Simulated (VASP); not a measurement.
# NaH (I4/mmm) in VASP: a series of runs

Runs on NaH. Level: PBE. Tasks: single point.

All numbers are computed with VASP 6.6.1; they aren't measurements. Logs are shortened: lines on timing, memory, paths and dates and some standing lists are left out, and cuts for length are marked.

### Step 1. The cell of the first run

Symmetry: I4/mmm, No. 139, tetragonal system. Conventional cell: a = 3.623 Å, b = 3.623 Å, c = 4.758 Å, α = 90.00°, β = 90.00°, γ = 90.00°. Na (site symmetry 4/mmm) has 6 H at 2.38 to 2.56 Å within 3.1 Å. H (site symmetry 4/mmm) has 6 Na at 2.38 to 2.56 Å within 3.1 Å.

### Step 2. Single point, PBE (strain +0.050 along x and y, -0.025 along z)

Contents of INCAR:

```
PREC     = Accurate       # precision mode
ENCUT    = 520            # plane-wave cutoff, eV
EDIFF    = 1E-7           # SCF threshold, eV
ISMEAR   = 0              # smearing method
SIGMA    = 0.05           # smearing width, eV
LREAL    = False          # projectors in reciprocal space
LASPH    = True           # aspherical terms in the spheres
NELM     = 60             # most SCF steps
ALGO     = Normal         # electronic algorithm
ISIF     = 2              # what is computed and relaxed
LWAVE    = False          # write WAVECAR
LCHARG   = True           # write CHGCAR
GGA      = PE             # functional
LELF     = True           # ELF
LVHAR    = True         
NBANDS   = 11             # bands
```

Contents of KPOINTS:

```
regular mesh
0
Gamma
  8 8 8
```

Contents of POSCAR:

```
NaH
1.0
    0.0000000000      2.5620000000      2.3790000000
    2.5620000000      0.0000000000      2.3790000000
    2.5620000000      2.5620000000      0.0000000000
Na H
1 1
Direct
    0.0000000000      0.0000000000      0.0000000000
    0.5000000000      0.5000000000      0.5000000000
```

Potentials or basis: VASP PAW PBE potentials, release 64 (Na_pv, H).

Run with:

```bash
$ cat potpaw_PBE.64/Na_pv/POTCAR potpaw_PBE.64/H/POTCAR > POTCAR
$ mpirun -np 1 vasp_std > vasp.out
```

OUTCAR:

```text
PREC = Accurate
   ENCUT = 520
   EDIFF = 1E-7
   ISMEAR = 0
   LREAL = False
   LASPH = True
   NELM = 60
   ISIF = 2
   GGA = PE

 ion  position               nearest neighbor table
   1  0.000  0.000  0.000-
   2  0.500  0.500  0.500-

  LATTYP: Found a body centered tetragonal cell.
 ALAT       =     3.6232151468
 C/A-ratio  =     1.3131983079

  Lattice vectors:

 A1 = (   0.0000000000,  -2.5620000000,  -2.3790000000)
 A2 = (   0.0000000000,   2.5620000000,  -2.3790000000)
 A3 = (   2.5620000000,   0.0000000000,   2.3790000000)

Analysis of symmetry for initial positions (statically):
=====================================================================
 Subroutine PRICEL returns:
 Original cell was already a primitive cell.

 Routine SETGRP: Setting up the symmetry group for a
 body centered tetragonal supercell.

 Subroutine GETGRP returns: Found 16 space group operations
 (whereof 16 operations were pure point group operations)
 out of a pool of 16 trial point group operations.

The static configuration has the point symmetry D_4h.

Analysis of symmetry for dynamics (positions and initial velocities):
=====================================================================
 Subroutine PRICEL returns:
 Original cell was already a primitive cell.

 Routine SETGRP: Setting up the symmetry group for a
 body centered tetragonal supercell.

 Subroutine GETGRP returns: Found 16 space group operations
 (whereof 16 operations were pure point group operations)
 out of a pool of 16 trial point group operations.

The dynamic configuration has the point symmetry D_4h.

 Subroutine INISYM returns: Found 16 space group operations
 (whereof 16 operations are pure point group operations),
 and found     1 'primitive' translations

----------------------------------------------------------------------------------------

                                     Primitive cell

  volume of cell :      31.2308

  direct lattice vectors                    reciprocal lattice vectors
     0.000000000  2.562000000  2.379000000    -0.195160031  0.195160031  0.210172341
     2.562000000  0.000000000  2.379000000     0.195160031 -0.195160031  0.210172341
     2.562000000  2.562000000  0.000000000     0.195160031  0.195160031 -0.210172341

  length of vectors
     3.496210091  3.496210091  3.623215147     0.346911067  0.346911067  0.346911067

  position of ions in fractional coordinates (direct lattice)
     0.000000000  0.000000000  0.000000000
     0.500000000  0.500000000  0.500000000

  ion indices of the primitive-cell ions
   primitive index   ion index
                 1           1
                 2           2

----------------------------------------------------------------------------------------

 KPOINTS: regular mesh

Automatic generation of k-mesh.
 Grid dimensions read from file:
 generate k-points for:    8    8    8

 Generating k-lattice:

  Cartesian coordinates                     Fractional coordinates (reciprocal lattice)
    -0.024395004  0.024395004  0.026271543     0.125000000  0.000000000  0.000000000
     0.024395004 -0.024395004  0.026271543     0.000000000  0.125000000  0.000000000
     0.024395004  0.024395004 -0.026271543    -0.000000000 -0.000000000  0.125000000

  Length of vectors
     0.043363883  0.043363883  0.043363883

  Shift w.r.t. Gamma in fractional coordinates (k-lattice)
     0.000000000  0.000000000  0.000000000

 Subroutine IBZKPT returns following result:
 ===========================================

 Found     59 irreducible k-points:

 Following reciprocal coordinates:
            Coordinates               Weight
  0.000000  0.000000  0.000000      1.000000
  0.125000 -0.000000  0.000000      8.000000
  0.250000 -0.000000  0.000000      8.000000
  0.375000  0.000000  0.000000      8.000000
  0.500000 -0.000000  0.000000      4.000000
  0.125000  0.125000  0.000000      2.000000
[... 16 lines left out ...]
  0.250000 -0.000000  0.125000     16.000000
  0.375000  0.000000  0.125000     16.000000
 [... further k-points ...]
   k-points           NKPTS =     59   k-points in BZ     NKDIM =     59   number of bands    NBANDS=     11
   number of dos      NEDOS =    301   number of ions     NIONS =      2
   total plane-waves  NPLWV =  21952
   dimension x,y,z NGX =    28 NGY =   28 NGZ =   28
   dimension x,y,z NGXF=    56 NGYF=   56 NGZF=   56
   ions per type =               1   1
   NGX,Y,Z   is equivalent  to a cutoff of  13.31, 13.31, 12.85 a.u.
   NGXF,Y,Z  is equivalent  to a cutoff of  26.63, 26.63, 25.69 a.u.
 SYSTEM =  unknown system
   PREC   = accura    normal or accurate (medium, high low for compatibility)
   ISTART =      0    job   : 0-new  1-cont  2-samecut
   ICHARG =      2    charge: 1-file 2-atom 10-const
   ISPIN  =      1    spin polarized calculation?
   LNONCOLLINEAR =      F non collinear calculations
   LSORBIT =      F    spin-orbit coupling
   LASPH  =      T    aspherical Exc in radial PAW
   ENCUT  =  520.0 eV  38.22 Ry    6.18 a.u.   6.50  6.50  6.74*2*pi/ulx,y,z
   NELM   =     60;   NELMIN=  2; NELMDL= -5     # of ELM steps
   EDIFF  = 0.1E-06   stopping-criterion for ELM
   LREAL  =      F    real-space projection
   EDIFFG = 0.1E-05   stopping-criterion for IOM
   NSW    =      0    number of steps for IOM
   IBRION =     -1    ionic relax: 0-MD 1-quasi-New 2-CG
   NFREE  =      0    steps in history (QN), initial steepest desc. (CG)
   ISIF   =      2    stress and relaxation
   ISYM   =      2    0-nonsym 1-usesym 2-fastsym
   POTIM  = 0.5000    time-step for ionic-motion
   TEBEG  =    0.0;   TEEND  =   0.0 temperature during run
   PSTRESS=    0.0 pullay stress
   NELECT =       8.0000    total number of electrons
   NUPDOWN=      -1.0000    fix difference up-down
   EMIN   =  10.00;   EMAX   =-10.00  energy-range for DOS
   EFERMI =   0.00;   METHOD = LEGACY
   ISMEAR =     0;   SIGMA  =   0.05  broadening in eV -4-tet -1-fermi 0-gaus
   EFERMI_NEDOS =   21; number of points for ismear=-14 and -15
   IALGO  =     38    algorithm
   IMIX   =      4    mixing-type and parameters
     AMIX     =   0.40;   BMIX     =  1.00
     AMIX_MAG =   1.60;   BMIX_MAG =  1.00
  volume/ion in A,a.u.               =      15.62       105.38
  Fermi-wavevector in a.u.,A,eV,Ry     =   1.039706  1.964760 14.707746  1.080989
  Thomas-Fermi vector in A             =   2.174249
   LORBIT       =      0    0 simple, 1 ext, 2 COOP (PROOUT), +10 PAW based schemes
   GGA     = PE    functional components
   LHFCALC =     F    Hartree Fock is set to
   AEXX    =    0.0000 exact exchange contribution
   IVDW    =     0    specifies the selected vdW correction
   LEPSILON=     F    determine dielectric tensor
   LRPA    =     F    only Hartree local field effects (RPA)
 non-spin polarized calculation
 Gauss-broadening in eV      SIGMA  =   0.05
  energy-cutoff  :      520.00
  volume of cell :       31.23
 maximum number of plane-waves:       861
 NGX is ok and might be reduce to    28
   NGX = 13   NGY = 13   NGZ = 13

 number of electron       7.9999999 magnetization

 Free energy of the ion-electron system (eV)
  ---------------------------------------------------
  ext. energy  EPLUGINS =         0.00000000
  ---------------------------------------------------
  free energy    TOTEN  =        -5.06116006 eV

  energy without entropy =       -5.06116006  energy(sigma->0) =       -5.06116006

 E-fermi :  -1.1380     XC(G=0):  -7.4306

 val. band max:       -1.3425883293   @ k =  -0.3750   0.5000   0.1250
 cond. band min:       2.1953483405   @ k =   0.5000  -0.0000   0.0000
 fundamental gap:      3.5379366698
 Fermi energy:        -1.1379875038

 k-point     1 :       0.0000    0.0000    0.0000
  band No.  band energies     occupation
      1     -23.7052      2.00000
      2     -23.7052      2.00000
      3     -23.6801      2.00000
      4      -4.7539      2.00000
      5       8.0813      0.00000
      6      13.3795      0.00000
      7      13.3795      0.00000
      8      13.7267      0.00000
      9      14.0998      0.00000
     10      14.1015      0.00000
     11      14.1015      0.00000

 k-point     2 :       0.1250   -0.0000    0.0000
  band No.  band energies     occupation
      1     -23.7120      2.00000
      2     -23.7069      2.00000
      3     -23.6838      2.00000
      4      -4.5065      2.00000
      5       7.3437      0.00000
      6      10.9284      0.00000
      7      12.4357      0.00000
      8      12.8467      0.00000
      9      15.0395      0.00000
     10      15.1112      0.00000
     11      15.2620      0.00000

 k-point     3 :       0.2500   -0.0000    0.0000
  band No.  band energies     occupation
      1     -23.7321      2.00000
      2     -23.7110      2.00000
      3     -23.6889      2.00000
      4      -3.8032      2.00000
      5       5.3421      0.00000
      6       9.4134      0.00000
      7      11.5597      0.00000
      8      12.2316      0.00000
      9      14.3843      0.00000
     10      15.5986      0.00000
     11      16.2882      0.00000

 k-point     4 :       0.3750    0.0000    0.0000
  band No.  band energies     occupation
      1     -23.7540      2.00000
      2     -23.7151      2.00000
      3     -23.6919      2.00000
      4      -2.8200      2.00000
      5       3.2154      0.00000
      6       8.8006      0.00000
      7      11.0345      0.00000
      8      11.9072      0.00000
      9      13.5922      0.00000
     10      14.9337      0.00000
     11      16.5447      0.00000
[... 239 lines left out ...]
 k-point    22 :       0.1250    0.0000    0.1250
  band No.  band energies     occupation
      1     -23.7144      2.00000
      2     -23.7075      2.00000
      3     -23.6838      2.00000
      4      -4.4432      2.00000
      5       7.2187      0.00000
      6      11.5680      0.00000
      7      11.6443      0.00000
      8      11.7438      0.00000
      9      14.3553      0.00000
     10      15.5829      0.00000
     11      16.5875      0.00000

 k-point    23 :       0.2500   -0.0000    0.1250
  band No.  band energies     occupation
      1     -23.7284      2.00000
      2     -23.7109      2.00000
      3     -23.6889      2.00000
      4      -3.9109      2.00000
      5       5.9299      0.00000
      6       9.2054      0.00000
      7      10.9452      0.00000
      8      12.6136      0.00000
      9      13.4476      0.00000
     10      15.4895      0.00000
     11      17.3867      0.00000

 k-point    24 :       0.3750    0.0000    0.1250
  band No.  band energies     occupation
      1     -23.7473      2.00000
      2     -23.7161      2.00000
      3     -23.6937      2.00000
      4      -3.0206      2.00000
      5       4.0136      0.00000
      6       7.8980      0.00000
      7      10.6614      0.00000
      8      11.9074      0.00000
      9      13.7070      0.00000
     10      16.3608      0.00000
     11      16.8085      0.00000

 [... further k-points ...]
[... 5 lines left out ...]
  --------------------------------------------------------------------------------------
  -------------------------------------------------------------------------------------
  Total       -0.4541606     -0.4541606     -0.1600722      0.0000000     -0.0000000     -0.0000000
  in kB      -23.2990012    -23.2990012     -8.2119027      0.0000000     -0.0000000     -0.0000000
  external PRESSURE =     -18.2699684 kB  Pullay stress =       0.0000000 kB

 VOLUME and BASIS-vectors are now :
 -----------------------------------------------------------------------------
  energy-cutoff  :      520.00
  volume of cell :       31.23
      direct lattice vectors                 reciprocal lattice vectors
     0.000000000  2.562000000  2.379000000    -0.195160031  0.195160031  0.210172341
     2.562000000  0.000000000  2.379000000     0.195160031 -0.195160031  0.210172341
     2.562000000  2.562000000  0.000000000     0.195160031  0.195160031 -0.210172341

 POSITION                                       TOTAL-FORCE (eV/Angst)
 -----------------------------------------------------------------------------------
      0.00000      0.00000      0.00000         0.000000     -0.000000      0.000000
      2.56200      2.56200      2.37900        -0.000000      0.000000      0.000000
 -----------------------------------------------------------------------------------
    total drift:                               -0.000000     -0.000000     -0.000000

  FREE ENERGIE OF THE ION-ELECTRON SYSTEM (eV)
  ---------------------------------------------------
  free  energy   TOTEN  =        -5.0611600604 eV

  energy  without entropy=       -5.0611600604  energy(sigma->0) =       -5.06116006
```

Wall time 10 s (1 thread of Intel Xeon 6975P-C (Granite Rapids), shared host); peak memory 0.15 GiB.

Results:

- Free energy: -5.0612 eV
- Pressure: -1.8 GPa
- Band gap on the k mesh: 3.54 eV, indirect (least direct gap 4.41 eV)

Caveat: the cell differs from its parent crystal (strain +0.050 along x and y, -0.025 along z). A k mesh can miss the band edges.

### Step 3. Single point, PBE (strain -0.050 along x and y, +0.025 along z)

Contents of INCAR:

```
PREC = Accurate
ENCUT = 520
EDIFF = 1E-6
ISMEAR = 0
SIGMA = 0.05
LREAL = False
LASPH = True
NELM = 100
ALGO = Normal
ISIF = 2
LWAVE = False
LCHARG = False
GGA = PE
NBANDS = 11
```

Contents of KPOINTS:

```
Automatic mesh
0
Gamma
  8 8 8
```

Contents of POSCAR:

```
NaH
1.0
    0.0000000000      2.3180000000      2.5010000000
    2.3180000000      0.0000000000      2.5010000000
    2.3180000000      2.3180000000      0.0000000000
Na H
1 1
Direct
    0.0000000000      0.0000000000      0.0000000000
    0.5000000000      0.5000000000      0.5000000000
```

Potentials or basis: VASP PAW PBE potentials, release 64 (Na_pv, H).

Run with:

```bash
$ cat potpaw_PBE.64/Na_pv/POTCAR potpaw_PBE.64/H/POTCAR > POTCAR
$ mpirun -np 1 vasp_std > vasp.out
```

OUTCAR:

```text
PREC = Accurate
   ENCUT = 520
   EDIFF = 1E-6
   ISMEAR = 0
   LREAL = False
   LASPH = True
   NELM = 100
   ISIF = 2
   GGA = PE

 ion  position               nearest neighbor table
   1  0.000  0.000  0.000-
   2  0.500  0.500  0.500-

  LATTYP: Found a body centered tetragonal cell.
 ALAT       =     3.2781470376
 C/A-ratio  =     1.5258620015

  Lattice vectors:

 A1 = (  -2.3180000000,   0.0000000000,   2.5010000000)
 A2 = (   2.3180000000,   0.0000000000,   2.5010000000)
 A3 = (   0.0000000000,   2.3180000000,  -2.5010000000)
[... 512 lines left out ...]
      6       9.2284      0.00000
      7      11.6196      0.00000
      8      14.0202      0.00000
      9      15.5319      0.00000
     10      17.9540      0.00000
     11      18.7659      0.00000

 [... further k-points ...]
[... 5 lines left out ...]
  --------------------------------------------------------------------------------------
  -------------------------------------------------------------------------------------
  Total        0.3977663      0.3977663     -0.0701245      0.0000000      0.0000000     -0.0000000
  in kB       23.7119892     23.7119892     -4.1803208      0.0000000      0.0000000     -0.0000000
  external PRESSURE =      14.4145525 kB  Pullay stress =       0.0000000 kB

 VOLUME and BASIS-vectors are now :
 -----------------------------------------------------------------------------
  energy-cutoff  :      520.00
  volume of cell :       26.88
      direct lattice vectors                 reciprocal lattice vectors
     0.000000000  2.318000000  2.501000000    -0.215703192  0.215703192  0.199920032
     2.318000000  0.000000000  2.501000000     0.215703192 -0.215703192  0.199920032
     2.318000000  2.318000000  0.000000000     0.215703192  0.215703192 -0.199920032

 POSITION                                       TOTAL-FORCE (eV/Angst)
 -----------------------------------------------------------------------------------
      0.00000      0.00000      0.00000        -0.000000      0.000000     -0.000000
      2.31800      2.31800      2.50100         0.000000     -0.000000      0.000000
 -----------------------------------------------------------------------------------
    total drift:                               -0.000000     -0.000000      0.000000

  FREE ENERGIE OF THE ION-ELECTRON SYSTEM (eV)
  ---------------------------------------------------
  free  energy   TOTEN  =        -5.0703449738 eV

  energy  without entropy=       -5.0703449738  energy(sigma->0) =       -5.07034497
```

OSZICAR:

```text
N       E                     dE             d eps       ncg     rms          rms(c)
DAV:   1     0.376134744173E+02    0.37613E+02   -0.45846E+03  1304   0.757E+02
DAV:   2    -0.432435689763E+01   -0.41938E+02   -0.41200E+02  1348   0.196E+02
DAV:   3    -0.550076062249E+01   -0.11764E+01   -0.11752E+01  1552   0.318E+01
DAV:   4    -0.550827429634E+01   -0.75137E-02   -0.75129E-02  1518   0.254E+00
DAV:   5    -0.550834146083E+01   -0.67164E-04   -0.67164E-04  1493   0.242E-01    0.325E+00
DAV:   6    -0.516267186091E+01    0.34567E+00   -0.32252E-01  1513   0.286E+00    0.152E+00
DAV:   7    -0.506589976537E+01    0.96772E-01   -0.32790E-01  1489   0.224E+00    0.349E-01
DAV:   8    -0.507039573983E+01   -0.44960E-02   -0.99637E-03  1424   0.987E-01    0.687E-02
DAV:   9    -0.507035805751E+01    0.37682E-04   -0.11219E-03  1549   0.364E-01    0.237E-02
DAV:  10    -0.507034222023E+01    0.15837E-04   -0.63008E-05  1459   0.511E-02    0.420E-03
DAV:  11    -0.507034519202E+01   -0.29718E-05   -0.57318E-06  1473   0.112E-02    0.329E-03
DAV:  12    -0.507034497382E+01    0.21820E-06   -0.23744E-07   915   0.306E-03
   1 F= -.50703450E+01 E0= -.50703450E+01  d E =-.211574E-15
```

stdout:

```text
POSCAR found type information on POSCAR NaH
 POSCAR found :  2 types and       2 ions
 scaLAPACK will be used
 LDA part: xc-table for (Slater+PW92), standard interpolation
 POSCAR, INCAR and KPOINTS ok, starting setup
 FFT: planning ... GRIDC
 FFT: planning ... GRID_SOFT
 FFT: planning ... GRID
 WAVECAR not read
 entering main loop
```

Run time: 7.9 s. Hardware: 1 thread of Intel Xeon 6975P-C, shared host; peak memory 0.15 GiB.

What came out:

```
Free energy            : -5.0703 eV
Pressure               : 1.4 GPa
Band gap on the k mesh : 3.79 eV, indirect (least direct gap 4.62 eV)
```

Stress tensor (GPa, compression positive):
```
 2.37  0.00  0.00
 0.00  2.37  0.00
 0.00  0.00 -0.42
```

Caveat: the cell differs from its parent crystal (strain -0.050 along x and y, +0.025 along z). A k mesh can miss the band edges.
